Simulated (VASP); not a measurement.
**Ga2O3: single point with revPBE**

Crystal: Ga2O3.

```
Ga O
1.0
     6.18736   -1.53853    0.00000
     6.18736    1.53853    0.00000
    -1.40423    0.00000    5.70410
Ga O
4 6
Direct
  0.34134 0.34134 0.68598
  0.65866 0.65866 0.31402
  0.90950 0.90950 0.20540
  0.09050 0.09050 0.79460
  0.50410 0.50410 0.74340
  0.49590 0.49590 0.25660
  0.82670 0.82670 0.43680
  0.17330 0.17330 0.56320
  0.83550 0.83550 0.89020
  0.16450 0.16450 0.10980
```

```
Program                : VASP 6.6.1
Task                   : single point
Functional             : revPBE
Potentials or basis    : VASP PAW PBE potentials, release 64 (Ga_d, O)
Cutoff                 : 520 eV
k mesh                 : 9 × 9 × 5
Occupations            : fermi-dirac, width 0.05 eV
Spin                   : no spin polarisation
Dipole correction      : no
Further INCAR settings : ALGO = Normal; EDIFF = 1e-07; NBANDS = 55
```

| Quantity | Value |
| --- | --- |
| Pressure | 5.4 GPa |
| Largest force | 0.140 eV/Å |
| Band gap on the k mesh | 2.15 eV (least direct gap 2.18 eV) |

Forces in eV/Å, atoms in the order of the input:
```
Ga   0.028  0.000  0.019
Ga  -0.028  0.000 -0.019
Ga  -0.007  0.000 -0.088
Ga   0.007  0.000  0.088
O    0.002  0.000  0.006
O   -0.002  0.000 -0.006
O    0.028  0.000 -0.022
O   -0.028  0.000  0.022
O   -0.071  0.000  0.121
O    0.071  0.000 -0.121
```

Stress tensor (GPa, compression positive):
```
5.57 0.00 0.07
0.00 5.59 0.00
0.07 0.00 4.97
```

Levels at points of the mesh, in eV from the valence-band top:
```tsv
k point	band 42	band 43	band 44	band 45	band 46	band 47
(0.00, 0.00, 0.00)	-0.46	-0.28	-0.03	2.15	5.49	6.46
```

It took 22 min on 1 thread of Intel(R) Xeon(R) Platinum 8259CL CPU @ 2.50GHz (Skylake/Cascade Lake), with other jobs on the host, peak memory 0.65 GiB.

Caveat: the cell stands under pressure; the PAW data sets were made with another functional, which shifts forces and pressure a little; an odd mesh through Γ misses points on the zone boundary, where band edges can lie.
